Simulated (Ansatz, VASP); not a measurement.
## Two plane-wave programs on C

The input INCAR:

```
ALGO = Normal
EDIFF = 1E-6
ENCUT = 520
ISIF = 2
ISMEAR = 0
LASPH = True
LCHARG = False
LREAL = False
LWAVE = False
NBANDS = 11
NELM = 80
PREC = Accurate
SIGMA = 0.05
```

Contents of KPOINTS:

```
k-points
0
Gamma
  14 14 14
```

Contents of POSCAR:

```
C
1.0
    0.0000000000      2.0950950000      3.2475600000
    1.2095800000      0.0000000000      3.2475600000
    1.2095800000      2.0950950000      0.0000000000
C
2
Direct
    0.1666700000      0.8333300000      0.1666700000
    0.8333300000      0.1666700000      0.8333300000
```

Input for Ansatz:

```yaml
crystal:
  lattice:
    - [0.0, 2.095095, 3.24756]
    - [1.20958, 0.0, 3.24756]
    - [1.20958, 2.095095, 0.0]
  atoms:
    - { symbol: C, position: [0.16667, 0.83333, 0.16667] }
    - { symbol: C, position: [0.83333, 0.16667, 0.83333] }
basis:
  ecutwfc: 420
kpoints:
  mp_grid: { grid: [14, 14, 14] }
hamiltonian:
  xc: lda
scf:
  occupations: { method: gaussian, width: 0.05 }
output:
  forces: true
  stress: true
  eigenvalues: true
```

Change from the starting cell: strain -0.015 along x and y, -0.030 along z, atoms carried along.

Alike in both runs: task single point; functional LDA; k mesh 14 × 14 × 14; occupations gaussian, width 0.05 eV; no spin polarisation.

|  | VASP | Ansatz |
| --- | --- | --- |
| version | VASP 6.6.1 | Ansatz 0.2.0 |
| potentials or method | VASP PAW LDA potentials, release 64 (C), cutoff 520 eV | scalar-relativistic, plane waves, PAW |
| valence electrons in the cell | 8 | 8 |

|  | VASP | Ansatz | Ansatz less VASP |
| --- | --- | --- | --- |
| gap on the k mesh at the Fermi level (eV) | 0.23 | 0.24 | +0.004 |
| least direct gap on the mesh (eV) | 0.31 | 0.31 | +0.004 |
| pressure (GPa) | 11.0 | 10.2 | -0.85 |
| traceless stress, the component that is largest in VASP (GPa) | -9.83 | -8.86 | +0.970 |
| rms of the force components (eV/Å) | 0.024 | 0.024 | 0.0000 |

LDA's correlation is that of Perdew and Zunger in VASP and of Perdew and Wang (1992) in Ansatz. Atom by atom the forces differ by 0.000 eV/Å (rms over components).
